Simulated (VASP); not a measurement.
CdSe, 2 atoms in the cell. Symmetry: F-43m, No. 216, cubic system. The conventional cell has a = 6.141 Å, b = 6.141 Å, c = 6.141 Å, α = 90.00°, β = 90.00°, γ = 90.00°. Cd (site symmetry -43m) has 4 Se at 2.66 Å within 3.5 Å. Within 3.5 Å of Se (site symmetry -43m) lie 4 Cd at 2.66 Å. 

- Program: VASP 6.6.1
- Task: single point
- Functional: PBEsol
- Dispersion: D3(BJ)
- Potentials or basis: VASP PAW PBE potentials, release 64 (Cd, Se)
- Cutoff: 520 eV
- k mesh: 8 × 8 × 8
- Occupations: gaussian, width 0.1 eV
- Spin: no spin polarisation
- Dipole correction: no
- Further INCAR settings: ALGO = Normal; EDIFF = 1e-06; NBANDS = 16

Potentials or basis: VASP PAW PBE potentials, release 64 (Cd, Se).

The run is started by

```bash
$ cat potpaw_PBE.64/Cd/POTCAR potpaw_PBE.64/Se/POTCAR > POTCAR
$ mpirun -np 1 vasp_std > vasp.out
```

Hardware: 1 thread of Intel(R) Xeon(R) Platinum 8488C (Sapphire Rapids), with other jobs on the host.

Q: How long does it take, and how much memory?

A: It took 23 s on 1 thread of Intel(R) Xeon(R) Platinum 8488C (Sapphire Rapids), on a shared host, peak memory 0.19 GiB. Counts: scf iterations 12, k points 29.
